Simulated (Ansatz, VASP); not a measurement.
V in VASP and in Ansatz

```xyz
3
Lattice="4.3422 0.0000 0.0000 -2.1711 3.7605 0.0000 0.0000 0.0000 2.3203" Properties=species:S:1:pos:R:3 pbc="T T T"
V     0.0000    0.0000    0.0000
V     0.0000    2.5070    1.1601
V     2.1711    1.2535    1.1601
```

Alike in both runs: task single point; functional PBEsol; k mesh 9 × 9 × 15; occupations fermi-dirac, width 0.1 eV; no spin polarisation.

|  | VASP | Ansatz |
| --- | --- | --- |
| version | VASP 6.6.1 | Ansatz 0.2.0 |
| potentials or method | VASP PAW PBE potentials, release 64 (V_sv), cutoff 520 eV | plane waves (420 eV) with PAW, scalar-relativistic |
| valence electrons in the cell | 39 | 39 |

|  | VASP | Ansatz | Ansatz less VASP |
| --- | --- | --- | --- |
| pressure (GPa) | 8.6 | 8.1 | -0.42 |
| traceless stress, the component that is largest in VASP (GPa) | 0.55 | 0.22 | -0.329 |

VASP's potentials were made for PBE, not for PBEsol, and Ansatz warns of the same on its side.
